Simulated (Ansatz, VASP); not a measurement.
# Nb in VASP and in Ansatz

```xyz
1
Lattice="-1.6640 1.6640 1.6640 1.6640 -1.6640 1.6640 1.6640 1.6640 -1.6640" Properties=species:S:1:pos:R:3 pbc="T T T"
Nb    0.0000    0.0000    0.0000
```

Alike in both runs: task single point; functional PBE; k mesh 15 × 15 × 15; occupations fermi-dirac, width 0.03 eV; no spin polarisation.

|  | VASP | Ansatz |
| --- | --- | --- |
| version | VASP 6.6.1 | Ansatz 0.2.0 |
| potentials or method | VASP PAW PBE potentials, release 64 (Nb_sv), cutoff 520 eV | all-electron LAPW, scalar-relativistic |

|  | VASP | Ansatz | Ansatz less VASP |
| --- | --- | --- | --- |
| pressure (GPa) | -2.8 | -2.5 | +0.31 |

Ansatz ran all-electron here, and VASP with PAW potentials.
